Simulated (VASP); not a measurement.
# SnSe5 (F-43m) in VASP: a series of runs

The runs below take SnSe5 through single point, relaxation of cell and atoms, with PBE.

All numbers are computed with VASP 6.6.1; they aren't measurements. Logs are shortened: lines on timing, memory, paths and dates and some standing lists are left out, and cuts for length are marked.

### Step 1. The cell of the first run

It takes space group F-43m (No. 216, cubic). Conventional cell: a = 8.241 Å, b = 8.241 Å, c = 8.241 Å, α = 90.00°, β = 90.00°, γ = 90.00°. Within 4.5 Å of Sn (site symmetry -43m) lie 16 Se at 3.43 to 3.57 Å. Within 3.7 Å of Se (site symmetry 3m) lie 9 Se at 2.82 to 3.41 Å and 3 Sn at 3.43 Å. Within 4.5 Å of Se (site symmetry -43m) lie 12 Se at 3.41 Å and 4 Sn at 3.57 Å.

The cell was built from a structure type or drawn by symmetry, and may not be a known phase.

### Step 2. Single point, PBE

Contents of INCAR:

```
SYSTEM = SnSe5
PREC = Accurate
ENCUT = 520
EDIFF = 1E-6
ISMEAR = 0
SIGMA = 0.1
LREAL = .FALSE.
LASPH = .TRUE.
NELM = 60
ALGO = Normal
ISIF = 2
LWAVE = .FALSE.
LCHARG = .FALSE.
GGA = PE
NBANDS = 31
```

Contents of KPOINTS:

```
Automatic mesh
0
G
  4 4 4
  0 0 0
```

Contents of POSCAR:

```
SnSe5
1.0
    0.0000000000      4.1202938405      4.1202938405
    4.1202938405      0.0000000000      4.1202938405
    4.1202938405      4.1202938405      0.0000000000
Sn Se
1 5
Direct
    0.0000000000      0.0000000000      0.0000000000
    0.3790373249      0.3790373249      0.8628880254
    0.3790373249      0.8628880254      0.3790373249
    0.8628880254      0.3790373249      0.3790373249
    0.3790373249      0.3790373249      0.3790373249
    0.7500000000      0.7500000000      0.7500000000
```

Potentials or basis: VASP PAW PBE potentials, release 64 (Sn_d, Se).

Started as:

```
cat potpaw_PBE.64/Sn_d/POTCAR potpaw_PBE.64/Se/POTCAR > POTCAR
mpirun -np 1 vasp_std > vasp.out
```

OUTCAR:

```text
SYSTEM = SnSe5
   PREC = Accurate
   ENCUT = 520
   EDIFF = 1E-6
   ISMEAR = 0
   LREAL = .FALSE.
   LASPH = .TRUE.
   NELM = 60
   ISIF = 2
   GGA = PE

 ion  position               nearest neighbor table
   1  0.000  0.000  0.000-
   2  0.379  0.379  0.863-
   3  0.379  0.863  0.379-
   4  0.863  0.379  0.379-
   5  0.379  0.379  0.379-
   6  0.750  0.750  0.750-

  LATTYP: Found a face centered cubic cell.
 ALAT       =     8.2405876810

  Lattice vectors:

 A1 = (   0.0000000000,   4.1202938405,   4.1202938405)
 A2 = (   4.1202938405,   0.0000000000,   4.1202938405)
 A3 = (   4.1202938405,   4.1202938405,   0.0000000000)

Analysis of symmetry for initial positions (statically):
=====================================================================
 Subroutine PRICEL returns:
 Original cell was already a primitive cell.

 Routine SETGRP: Setting up the symmetry group for a
 face centered cubic supercell.

 Subroutine GETGRP returns: Found 24 space group operations
 (whereof 24 operations were pure point group operations)
 out of a pool of 48 trial point group operations.

The static configuration has the point symmetry T_d .

Analysis of symmetry for dynamics (positions and initial velocities):
=====================================================================
 Subroutine PRICEL returns:
 Original cell was already a primitive cell.

 Routine SETGRP: Setting up the symmetry group for a
 face centered cubic supercell.

 Subroutine GETGRP returns: Found 24 space group operations
 (whereof 24 operations were pure point group operations)
 out of a pool of 48 trial point group operations.

The dynamic configuration has the point symmetry T_d .

 Subroutine INISYM returns: Found 24 space group operations
 (whereof 24 operations are pure point group operations),
 and found     1 'primitive' translations

----------------------------------------------------------------------------------------

                                     Primitive cell

  volume of cell :     139.8990

  direct lattice vectors                    reciprocal lattice vectors
     0.000000000  4.120293840  4.120293840    -0.121350569  0.121350569  0.121350569
[... 76 lines left out ...]
   NELM   =     60;   NELMIN=  2; NELMDL= -5     # of ELM steps
   EDIFF  = 0.1E-05   stopping-criterion for ELM
   LREAL  =      F    real-space projection
   EDIFFG = 0.1E-04   stopping-criterion for IOM
   NSW    =      0    number of steps for IOM
   IBRION =     -1    ionic relax: 0-MD 1-quasi-New 2-CG
   NFREE  =      0    steps in history (QN), initial steepest desc. (CG)
   ISIF   =      2    stress and relaxation
   ISYM   =      2    0-nonsym 1-usesym 2-fastsym
   POTIM  = 0.5000    time-step for ionic-motion
   TEBEG  =    0.0;   TEEND  =   0.0 temperature during run
   PSTRESS=    0.0 pullay stress
   NELECT =      44.0000    total number of electrons
   NUPDOWN=      -1.0000    fix difference up-down
   EMIN   =  10.00;   EMAX   =-10.00  energy-range for DOS
   EFERMI =   0.00;   METHOD = LEGACY
   ISMEAR =     0;   SIGMA  =   0.10  broadening in eV -4-tet -1-fermi 0-gaus
   EFERMI_NEDOS =   21; number of points for ismear=-14 and -15
   IALGO  =     38    algorithm
   IMIX   =      4    mixing-type and parameters
     AMIX     =   0.40;   BMIX     =  1.00
     AMIX_MAG =   1.60;   BMIX_MAG =  1.00
  volume/ion in A,a.u.               =      23.32       157.35
  Fermi-wavevector in a.u.,A,eV,Ry     =   1.113322  2.103874 16.864235  1.239486
  Thomas-Fermi vector in A             =   2.249906
   LORBIT       =      0    0 simple, 1 ext, 2 COOP (PROOUT), +10 PAW based schemes
   GGA     = PE    functional components
   LHFCALC =     F    Hartree Fock is set to
   AEXX    =    0.0000 exact exchange contribution
   IVDW    =     0    specifies the selected vdW correction
   LEPSILON=     F    determine dielectric tensor
   LRPA    =     F    only Hartree local field effects (RPA)
 non-spin polarized calculation
 Gauss-broadening in eV      SIGMA  =   0.10
  energy-cutoff  :      520.00
  volume of cell :      139.90
 maximum number of plane-waves:      3812
 NGX is ok and might be reduce to    48
   NGX = 21   NGY = 21   NGZ = 21

 number of electron      44.0000000 magnetization

 Free energy of the ion-electron system (eV)
  ---------------------------------------------------
  ext. energy  EPLUGINS =         0.00000000
  ---------------------------------------------------
  free energy    TOTEN  =       -17.98362356 eV

  energy without entropy =      -17.93242382  energy(sigma->0) =      -17.95802369

 E-fermi :   5.1386     XC(G=0): -10.1140

 val. band max:        5.0917879200   @ k =   0.2500   0.0000   0.0000
 cond. band min:       5.1408752264   @ k =   0.5000   0.5000   0.0000
 fundamental gap:      0.0490873064
 Fermi energy:         5.1386460599

 k-point     1 :       0.0000    0.0000    0.0000
  band No.  band energies     occupation
      1     -16.8331      2.00000
      2     -16.8331      2.00000
      3     -16.8303      2.00000
      4     -16.8303      2.00000
      5     -16.8303      2.00000
      6     -10.4752      2.00000
[... 261 lines left out ...]
     30      12.4262      0.00000
     31      12.4759      0.00000

------------------------ aborting loop because EDIFF is reached ----------------------------------------

  FORCE on cell =-STRESS in cart. coord.  units (eV):
  Direction    XX          YY          ZZ          XY          YZ          ZX
  --------------------------------------------------------------------------------------
  -------------------------------------------------------------------------------------
  Total       -0.0495173     -0.0495173     -0.0495173      0.0000000     -0.0000000     -0.0000000
  in kB       -0.5670911     -0.5670911     -0.5670911      0.0000000     -0.0000000     -0.0000000
  external PRESSURE =      -0.5670911 kB  Pullay stress =       0.0000000 kB

 VOLUME and BASIS-vectors are now :
 -----------------------------------------------------------------------------
  energy-cutoff  :      520.00
  volume of cell :      139.90
      direct lattice vectors                 reciprocal lattice vectors
     0.000000000  4.120293840  4.120293840    -0.121350569  0.121350569  0.121350569
     4.120293840  0.000000000  4.120293840     0.121350569 -0.121350569  0.121350569
     4.120293840  4.120293840  0.000000000     0.121350569  0.121350569 -0.121350569

 POSITION                                       TOTAL-FORCE (eV/Angst)
 -----------------------------------------------------------------------------------
      0.00000      0.00000      0.00000         0.000000      0.000000      0.000000
      5.11710      5.11710      3.12349        -0.027323     -0.027323      0.027323
      5.11710      3.12349      5.11710        -0.027323      0.027323     -0.027323
      3.12349      5.11710      5.11710         0.027323     -0.027323     -0.027323
      3.12349      3.12349      3.12349         0.027323      0.027323      0.027323
      6.18044      6.18044      6.18044         0.000000      0.000000      0.000000
 -----------------------------------------------------------------------------------
    total drift:                               -0.000000     -0.000000     -0.000000

  FREE ENERGIE OF THE ION-ELECTRON SYSTEM (eV)
  ---------------------------------------------------
  free  energy   TOTEN  =       -17.9836235594 eV

  energy  without entropy=      -17.9324238227  energy(sigma->0) =      -17.95802369
```

OSZICAR:

```text
N       E                     dE             d eps       ncg     rms          rms(c)
DAV:   1     0.353660375632E+03    0.35366E+03   -0.18807E+04   518   0.151E+03
DAV:   2     0.245503355550E+02   -0.32911E+03   -0.31512E+03   551   0.395E+02
DAV:   3    -0.168105144582E+02   -0.41361E+02   -0.39356E+02   594   0.115E+02
DAV:   4    -0.186569387132E+02   -0.18464E+01   -0.18178E+01   559   0.266E+01
DAV:   5    -0.186986382561E+02   -0.41700E-01   -0.41689E-01   690   0.420E+00    0.727E+00
DAV:   6    -0.186263987475E+02    0.72240E-01   -0.88660E+00   640   0.736E+00    0.647E+00
DAV:   7    -0.180068068639E+02    0.61959E+00   -0.38172E+00   570   0.353E+00    0.348E+00
DAV:   8    -0.179843238717E+02    0.22483E-01   -0.22253E-01   573   0.196E+00    0.738E-01
DAV:   9    -0.179834041592E+02    0.91971E-03   -0.19309E-02   587   0.728E-01    0.233E-01
DAV:  10    -0.179835898721E+02   -0.18571E-03   -0.13384E-03   589   0.244E-01    0.908E-02
DAV:  11    -0.179836282695E+02   -0.38397E-04   -0.13837E-04   602   0.661E-02    0.212E-02
DAV:  12    -0.179836239914E+02    0.42781E-05   -0.36269E-05   618   0.244E-02    0.602E-03
DAV:  13    -0.179836235594E+02    0.43197E-06   -0.53611E-06   530   0.973E-03
   1 F= -.17983624E+02 E0= -.17958024E+02  d E =-.511997E-01
```

Wall time 27 s (1 thread of AMD EPYC 9R45 (Zen 5), shared host); peak memory 0.28 GiB.

What came out:

```yaml
Free_energy: -17.9836 eV
Pressure: -0.1 GPa
Largest_force: 0.047 eV/Å
Band_gap_on_the_k_mesh: zero (bands 22 and 23 overlap by 1.22 eV)
```

Forces in eV/Å, atoms in the order of the input:
```
Sn   0.000  0.000  0.000
Se  -0.027 -0.027  0.027
Se  -0.027  0.027 -0.027
Se   0.027 -0.027 -0.027
Se   0.027  0.027  0.027
Se   0.000  0.000  0.000
```

Levels at points of the mesh, in eV from the Fermi level:
```csv
k point,band 18,band 19,band 20,band 21,band 22,band 23,band 24,band 25,band 26,band 27
"(0.00, 0.00, 0.00)",-1.86,-1.86,-1.86,1.22,1.22,1.22,1.41,1.41,1.41,3.81
"(0.50, 0.00, 0.00)",-2.17,-2.17,-1.65,-1.01,0.13,0.13,1.28,1.97,2.20,2.20
"(0.50, 0.50, 0.00)",-2.06,-2.05,-1.83,-1.53,-0.59,0.00,0.00,1.69,1.91,1.91
```

Caveat: spin-orbit coupling is left out, which moves the levels of the heavy elements.

(Part 1 of 2 ends here.)
